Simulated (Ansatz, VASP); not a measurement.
One calculation of LaRe, two programs

```
La Re
1.0
     3.62037    0.00000    0.00000
     0.00000    3.62037    0.00000
     0.00000    0.00000    3.62037
La Re
1 1
Direct
  0.00000 0.00000 0.00000
  0.50000 0.50000 0.50000
```

Alike in both runs: task single point; functional r2SCAN; k mesh 10 × 10 × 10; occupations gaussian, width 0.05 eV; no spin polarisation.

```csv
,VASP,Ansatz
version,VASP 6.6.1,Ansatz 0.2.0
potentials or method,"VASP PAW PBE potentials, release 64 (La, Re), cutoff 520 eV","scalar-relativistic, plane waves, PAW"
valence electrons in the cell,18,26
```

Ansatz gave:

```
gap on the k mesh at the Fermi level (eV) : none
pressure (GPa)                            : -3.4
```

Question: Which values does VASP return?

Answer: gap on the k mesh at the Fermi level (eV): none; pressure (GPa): -3.6.

VASP's potentials were made for PBE, not for r2SCAN. A gap of «none» marks a metal or a gap that the smearing closes. VASP's potentials hold 18 valence electrons a cell and Ansatz's 26, so a difference there can come from the potentials and not from the codes.

Spin-orbit coupling is off throughout.
